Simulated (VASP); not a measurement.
# Ba3Hg (I4/mmm) in VASP: single point with PBE

Aim: the single point of Ba3Hg with PBE.

All numbers are computed with VASP 6.6.1; they aren't measurements. Logs are shortened: lines on timing, memory, paths and dates and some standing lists are left out, and cuts for length are marked.

### 1 The cell of the first run

The structure is tetragonal, space group I4/mmm (No. 139). Conventional cell: a = 5.477 Å, b = 5.477 Å, c = 12.174 Å, α = 90.00°, β = 90.00°, γ = 90.00°. Within 5.1 Å of Ba (site symmetry 4/mmm) lie 4 Hg at 3.87 Å and 8 Ba at 4.09 Å. Within 5.1 Å of Ba (site symmetry -4m2) lie 8 Ba at 3.87 to 4.09 Å and 4 Hg at 4.09 Å. Within 5.1 Å of Hg (site symmetry 4/mmm) lie 12 Ba at 3.87 to 4.09 Å.

### 2 Single point, PBE

INCAR

```
SYSTEM = Ba3Hg
  ALGO = Fast
  EDIFF = 1E-7
  ENCUT = 520
  GGA = PE
  ISIF = 2
  ISMEAR = 0
  LASPH = .TRUE.
  LCHARG = .FALSE.
  LREAL = .FALSE.
  LWAVE = .FALSE.
  NBANDS = 29
  NELM = 100
  PREC = Accurate
  SIGMA = 0.1
```

KPOINTS

```
k-points
0
G
  6 6 6
  0 0 0
```

POSCAR

```
Ba3Hg
1.0
   -2.7385918840      2.7385918840      6.0869998613
    2.7385918840     -2.7385918840      6.0869998613
    2.7385918840      2.7385918840     -6.0869998613
Ba Hg
3 1
Direct
    0.5000000000      0.5000000000      0.0000000000
    0.2500000000      0.7500000000      0.5000000000
    0.7500000000      0.2500000000      0.5000000000
    0.0000000000      0.0000000000      0.0000000000
```

Potentials or basis: VASP PAW PBE potentials, release 64 (Ba_sv, Hg).

Launch:

```bash
cat potpaw_PBE.64/Ba_sv/POTCAR potpaw_PBE.64/Hg/POTCAR > POTCAR
mpirun -np 1 vasp_std > vasp.out
```

OUTCAR:

```text
SYSTEM = Ba3Hg
   EDIFF = 1E-7
   ENCUT = 520
   GGA = PE
   ISIF = 2
   ISMEAR = 0
   LASPH = .TRUE.
   LREAL = .FALSE.
   NELM = 100
   PREC = Accurate

 ion  position               nearest neighbor table
   1  0.500  0.500  0.000-   4 3.87   4 3.87   4 3.87   4 3.87   3 4.09   2 4.09   3 4.09   3 4.09
                             2 4.09   2 4.09   3 4.09   2 4.09
   2  0.250  0.750  0.500-   3 3.87   3 3.87   3 3.87   3 3.87   4 4.09   1 4.09   4 4.09   1 4.09
                             4 4.09   4 4.09   1 4.09   1 4.09
   3  0.750  0.250  0.500-   2 3.87   2 3.87   2 3.87   2 3.87   4 4.09   1 4.09   4 4.09   4 4.09
                             1 4.09   1 4.09   4 4.09   1 4.09
   4  0.000  0.000  0.000-   1 3.87   1 3.87   1 3.87   1 3.87   3 4.09   2 4.09   3 4.09   2 4.09
                             3 4.09   3 4.09   2 4.09   2 4.09

  LATTYP: Found a body centered tetragonal cell.
 ALAT       =     5.4771837680
 C/A-ratio  =     2.2226750531

  Lattice vectors:

 A1 = (  -2.7385918840,   2.7385918840,   6.0869998613)
 A2 = (   2.7385918840,  -2.7385918840,   6.0869998613)
 A3 = (   2.7385918840,   2.7385918840,  -6.0869998613)

Analysis of symmetry for initial positions (statically):
=====================================================================
 Subroutine PRICEL returns:
 Original cell was already a primitive cell.

 Routine SETGRP: Setting up the symmetry group for a
 body centered tetragonal supercell.

 Subroutine GETGRP returns: Found 16 space group operations
 (whereof 16 operations were pure point group operations)
 out of a pool of 16 trial point group operations.

The static configuration has the point symmetry D_4h.

Analysis of symmetry for dynamics (positions and initial velocities):
=====================================================================
 Subroutine PRICEL returns:
 Original cell was already a primitive cell.

 Routine SETGRP: Setting up the symmetry group for a
 body centered tetragonal supercell.

 Subroutine GETGRP returns: Found 16 space group operations
 (whereof 16 operations were pure point group operations)
 out of a pool of 16 trial point group operations.

The dynamic configuration has the point symmetry D_4h.

 Subroutine INISYM returns: Found 16 space group operations
 (whereof 16 operations are pure point group operations),
 and found     1 'primitive' translations

----------------------------------------------------------------------------------------

                                     Primitive cell

  volume of cell :     182.6072

  direct lattice vectors                    reciprocal lattice vectors
    -2.738591884  2.738591884  6.086999861     0.000000000  0.182575579  0.082142272
     2.738591884 -2.738591884  6.086999861     0.182575579  0.000000000  0.082142272
     2.738591884  2.738591884 -6.086999861     0.182575579  0.182575579  0.000000000

  length of vectors
     7.214661345  7.214661345  7.214661345     0.200202885  0.200202885  0.258200861

  position of ions in fractional coordinates (direct lattice)
     0.500000000  0.500000000  0.000000000
     0.250000000  0.750000000  0.500000000
     0.750000000  0.250000000  0.500000000
     0.000000000  0.000000000  0.000000000

  ion indices of the primitive-cell ions
   primitive index   ion index
                 1           1
                 2           2
                 3           3
                 4           4

----------------------------------------------------------------------------------------

 KPOINTS: k-points

Automatic generation of k-mesh.
 Grid dimensions read from file:
 generate k-points for:    6    6    6

 Generating k-lattice:

  Cartesian coordinates                     Fractional coordinates (reciprocal lattice)
     0.000000000  0.030429263  0.013690379     0.166666667  0.000000000  0.000000000
     0.030429263  0.000000000  0.013690379     0.000000000  0.166666667  0.000000000
     0.030429263  0.030429263  0.000000000     0.000000000  0.000000000  0.166666667

  Length of vectors
     0.033367147  0.033367147  0.043033477

  Shift w.r.t. Gamma in fractional coordinates (k-lattice)
     0.000000000  0.000000000  0.000000000

 Subroutine IBZKPT returns following result:
 ===========================================

 Found     30 irreducible k-points:

 Following reciprocal coordinates:
            Coordinates               Weight
  0.000000  0.000000  0.000000      1.000000
  0.166667  0.000000  0.000000      8.000000
  0.333333  0.000000  0.000000      8.000000
  0.500000 -0.000000  0.000000      4.000000
  0.166667  0.166667  0.000000      8.000000
  0.333333  0.166667  0.000000     16.000000
[... 16 lines left out ...]
 -0.333333 -0.333333  0.166667      8.000000
 -0.166667 -0.333333  0.166667      8.000000
 [... further k-points ...]
   k-points           NKPTS =     30   k-points in BZ     NKDIM =     30   number of bands    NBANDS=     29
   number of dos      NEDOS =    301   number of ions     NIONS =      4
   total plane-waves  NPLWV = 157464
   dimension x,y,z NGX =    54 NGY =   54 NGZ =   54
   dimension x,y,z NGXF=   108 NGYF=  108 NGZF=  108
   ions per type =               3   1
   NGX,Y,Z   is equivalent  to a cutoff of  12.44, 12.44, 12.44 a.u.
   NGXF,Y,Z  is equivalent  to a cutoff of  24.89, 24.89, 24.89 a.u.
 SYSTEM =  Ba3Hg
   PREC   = accura    normal or accurate (medium, high low for compatibility)
   ISTART =      0    job   : 0-new  1-cont  2-samecut
   ICHARG =      2    charge: 1-file 2-atom 10-const
   ISPIN  =      1    spin polarized calculation?
   LNONCOLLINEAR =      F non collinear calculations
   LSORBIT =      F    spin-orbit coupling
   LASPH  =      T    aspherical Exc in radial PAW
   ENCUT  =  520.0 eV  38.22 Ry    6.18 a.u.  13.41 13.41 13.41*2*pi/ulx,y,z
   NELM   =    100;   NELMIN=  2; NELMDL= -5     # of ELM steps
   EDIFF  = 0.1E-06   stopping-criterion for ELM
   LREAL  =      F    real-space projection
   EDIFFG = 0.1E-05   stopping-criterion for IOM
   NSW    =      0    number of steps for IOM
   IBRION =     -1    ionic relax: 0-MD 1-quasi-New 2-CG
   NFREE  =      0    steps in history (QN), initial steepest desc. (CG)
   ISIF   =      2    stress and relaxation
   ISYM   =      2    0-nonsym 1-usesym 2-fastsym
   POTIM  = 0.5000    time-step for ionic-motion
   TEBEG  =    0.0;   TEEND  =   0.0 temperature during run
   PSTRESS=    0.0 pullay stress
   NELECT =      42.0000    total number of electrons
   NUPDOWN=      -1.0000    fix difference up-down
   EMIN   =  10.00;   EMAX   =-10.00  energy-range for DOS
   EFERMI =   0.00;   METHOD = LEGACY
   ISMEAR =     0;   SIGMA  =   0.10  broadening in eV -4-tet -1-fermi 0-gaus
   EFERMI_NEDOS =   21; number of points for ismear=-14 and -15
   IALGO  =     68    algorithm
   IMIX   =      4    mixing-type and parameters
     AMIX     =   0.40;   BMIX     =  1.00
     AMIX_MAG =   1.60;   BMIX_MAG =  1.00
  volume/ion in A,a.u.               =      45.65       308.07
  Fermi-wavevector in a.u.,A,eV,Ry     =   1.003041  1.895472 13.688698  1.006091
  Thomas-Fermi vector in A             =   2.135567
   LORBIT       =      0    0 simple, 1 ext, 2 COOP (PROOUT), +10 PAW based schemes
   GGA     = PE    functional components
   LHFCALC =     F    Hartree Fock is set to
   AEXX    =    0.0000 exact exchange contribution
   IVDW    =     0    specifies the selected vdW correction
   LEPSILON=     F    determine dielectric tensor
   LRPA    =     F    only Hartree local field effects (RPA)
 non-spin polarized calculation
 RMM-DIIS sequential band-by-band and
 Gauss-broadening in eV      SIGMA  =   0.10
  energy-cutoff  :      520.00
  volume of cell :      182.61
 maximum number of plane-waves:      4967
 NGX is ok and might be reduce to    54
   NGX = 27   NGY = 27   NGZ = 27

 number of electron      42.0000000 magnetization

 Free energy of the ion-electron system (eV)
  ---------------------------------------------------
  ext. energy  EPLUGINS =         0.00000000
  ---------------------------------------------------
  free energy    TOTEN  =        -6.17024828 eV

  energy without entropy =       -6.13076393  energy(sigma->0) =       -6.15050611

 E-fermi :   2.3543     XC(G=0):  -8.3500

 val. band max:        2.3380584511   @ k =   0.3333   0.0000   0.0000
 cond. band min:       2.3589997261   @ k =  -0.1667   0.1667   0.1667
 fundamental gap:      0.0209412750
 Fermi energy:         2.3543390396

 k-point     1 :       0.0000    0.0000    0.0000
  band No.  band energies     occupation
      1     -26.4674      2.00000
      2     -26.2999      2.00000
      3     -26.2974      2.00000
      4     -12.0067      2.00000
      5     -11.9715      2.00000
      6     -11.9715      2.00000
[... 21 lines left out ...]
     28       3.9939      0.00000
     29       5.2446      0.00000

 k-point     2 :       0.1667    0.0000    0.0000
  band No.  band energies     occupation
      1     -26.4551      2.00000
      2     -26.3075      2.00000
      3     -26.3020      2.00000
      4     -12.0200      2.00000
      5     -11.9328      2.00000
      6     -11.8953      2.00000
[... 21 lines left out ...]
     28       4.4726      0.00000
     29       5.4165      0.00000

 k-point     3 :       0.3333    0.0000    0.0000
  band No.  band energies     occupation
      1     -26.4222      2.00000
      2     -26.3361      2.00000
      3     -26.3062      2.00000
      4     -11.9645      2.00000
      5     -11.8285      2.00000
      6     -11.8194      2.00000
[... 21 lines left out ...]
     28       4.7393      0.00000
     29       5.0518      0.00000

 k-point     4 :       0.5000   -0.0000    0.0000
  band No.  band energies     occupation
      1     -26.3843      2.00000
      2     -26.3718      2.00000
      3     -26.3082      2.00000
      4     -11.9083      2.00000
      5     -11.7762      2.00000
      6     -11.7292      2.00000
[... 21 lines left out ...]
     28       4.5081      0.00000
     29       4.9771      0.00000

 k-point     5 :       0.1667    0.1667    0.0000
  band No.  band energies     occupation
      1     -26.4420      2.00000
      2     -26.3159      2.00000
      3     -26.3065      2.00000
      4     -12.0646      2.00000
      5     -11.8929      2.00000
      6     -11.8133      2.00000
[... 21 lines left out ...]
     28       4.9448      0.00000
     29       5.1796      0.00000
[... 510 lines left out ...]
     28       4.3353      0.00000
     29       5.1415      0.00000

 k-point    22 :      -0.1667    0.5000    0.1667
  band No.  band energies     occupation
      1     -26.4138      2.00000
      2     -26.3405      2.00000
      3     -26.3104      2.00000
      4     -11.8903      2.00000
      5     -11.8630      2.00000
      6     -11.8583      2.00000
[... 21 lines left out ...]
     28       4.8603      0.00000
     29       4.9189      0.00000

 k-point    23 :      -0.3333   -0.3333    0.1667
  band No.  band energies     occupation
      1     -26.4327      2.00000
      2     -26.3161      2.00000
      3     -26.3160      2.00000
      4     -12.0498      2.00000
      5     -11.8528      2.00000
      6     -11.8472      2.00000
[... 21 lines left out ...]
     28       4.4736      0.00000
     29       5.5236      0.00000

 k-point    24 :      -0.1667   -0.3333    0.1667
  band No.  band energies     occupation
      1     -26.4470      2.00000
      2     -26.3121      2.00000
      3     -26.3060      2.00000
      4     -11.9818      2.00000
      5     -11.9619      2.00000
      6     -11.8929      2.00000
[... 21 lines left out ...]
     28       5.0108      0.00000
     29       5.0780      0.00000

 [... further k-points ...]
[... 5 lines left out ...]
  --------------------------------------------------------------------------------------
  -------------------------------------------------------------------------------------
  Total        0.3243443      0.3243443      0.5839938      0.0000000      0.0000000     -0.0000000
  in kB        2.8457641      2.8457641      5.1239031      0.0000000      0.0000000     -0.0000000
  external PRESSURE =       3.6051438 kB  Pullay stress =       0.0000000 kB

 VOLUME and BASIS-vectors are now :
 -----------------------------------------------------------------------------
  energy-cutoff  :      520.00
  volume of cell :      182.61
      direct lattice vectors                 reciprocal lattice vectors
    -2.738591884  2.738591884  6.086999861     0.000000000  0.182575579  0.082142272
     2.738591884 -2.738591884  6.086999861     0.182575579  0.000000000  0.082142272
     2.738591884  2.738591884 -6.086999861     0.182575579  0.182575579  0.000000000

 POSITION                                       TOTAL-FORCE (eV/Angst)
 -----------------------------------------------------------------------------------
      0.00000      0.00000      6.08700        -0.000000      0.000000     -0.000000
      2.73859      0.00000      3.04350        -0.000000     -0.000000      0.000000
      0.00000      2.73859      3.04350         0.000000      0.000000      0.000000
      0.00000      0.00000      0.00000        -0.000000      0.000000     -0.000000
 -----------------------------------------------------------------------------------
    total drift:                               -0.000000      0.000000      0.000000

  FREE ENERGIE OF THE ION-ELECTRON SYSTEM (eV)
  ---------------------------------------------------
  free  energy   TOTEN  =        -6.1702482824 eV

  energy  without entropy=       -6.1307639321  energy(sigma->0) =       -6.15050611
```

It took 5.2 min on 1 thread of Intel Xeon Platinum 8375C at 2.90GHz (Ice Lake), shared host; peak memory 0.47 GiB.

What came out:

* Free energy: -6.1702 eV
* Pressure: 0.4 GPa
* Band gap on the k mesh: zero (band 21 reaches 2.53 eV, above the bottom of band 22 at 2.20 eV)

Stress tensor (GPa, compression positive):
```
0.28 0.00 0.00
0.00 0.28 0.00
0.00 0.00 0.51
```

Caveat: spin-orbit coupling is left out, which moves the levels of the heavy elements.
